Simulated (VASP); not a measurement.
Runs of VASP 6.6.1 on PbSe. The structure is that of space group Pm-3m (No. 221), or close to it. The cells are those of the table. 

```tsv
cell	gap on the mesh (eV)	pressure (GPa)
a = 3.822 Å, 2 atoms	none	-4.3
a = 3.707 Å, 2 atoms	none	(a)
a = 3.859 Å, 2 atoms	none	(b)
a = 3.784 Å, 2 atoms	none	-3.2
a = 3.746 Å, 2 atoms	none	-1.8
```

Alike in all rows: task single point; level PBEsol; potentials or basis VASP PAW PBE potentials, release 64 (Pb_d, Se); no spin polarisation; k mesh 6 × 6 × 6; cutoff (eV) 500; smearing fermi-dirac 0.05 eV.

Problem. Fill in the values left out.

Solution. (a) -0.2; (b) -5.3.

Caveats: the PAW data sets were made with another functional, which shifts forces and pressure a little; spin-orbit coupling is left out, which moves the levels of the heavy elements.

A k mesh can miss the band edges, and the runs leave out spin-orbit coupling on Pb, Se.

A gap of «none» marks levels without a gap at the run's occupations.
